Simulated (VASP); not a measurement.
## ZrTl2F: single point with PBE

Crystal: ZrTl2F.

```xyz
4
Lattice="-3.0076 3.0076 2.7397 3.0076 -3.0076 2.7397 3.0076 3.0076 -2.7397" Properties=species:S:1:pos:R:3 pbc="T T T"
Zr    0.0000    0.0000    2.7397
Tl    0.0000    3.0076    0.0000
Tl    3.0076    0.0000    0.0000
F     0.0000    0.0000    0.0000
```

The cell was generated, and may not be a known phase.

```yaml
Program: VASP 6.6.1
Task: single point
Functional: PBE
Potentials_or_basis: VASP PAW PBE potentials, release 64 (Zr_sv, Tl_d, F)
Cutoff: 520 eV
k_mesh: 12 × 12 × 12
Occupations: gaussian, width 0.1 eV
Spin: no spin polarisation
Dipole_correction: no
Further_INCAR_settings: ALGO = Normal; EDIFF = 1e-06; NBANDS = 30
```

- Pressure: -0.1 GPa
- Band gap on the k mesh: zero (an odd number of electrons rules out a gap without spin polarisation)

Levels at points of the mesh, in eV from the Fermi level:
```tsv
k point	band 20	band 21	band 22	band 23	band 24	band 25	band 26	band 27
(0.00, 0.00, 0.00)	-2.45	-0.52	0.29	0.29	0.29	1.15	1.51	1.51
(0.50, 0.00, 0.00)	-3.68	-1.39	-0.05	0.71	0.76	1.02	1.77	2.21
(0.50, 0.50, 0.00)	-2.98	-2.03	-1.74	-1.10	-0.17	0.76	1.26	2.17
(0.50, 0.50, 0.50)	-3.32	-1.43	-0.62	-0.62	0.84	0.84	1.05	1.46
```

Wall time 5.4 min on 1 thread of Intel(R) Xeon(R) Platinum 8488C (Sapphire Rapids), on a shared host, peak memory 0.58 GiB.

Caveat: spin-orbit coupling is left out, which moves the levels of the heavy elements.
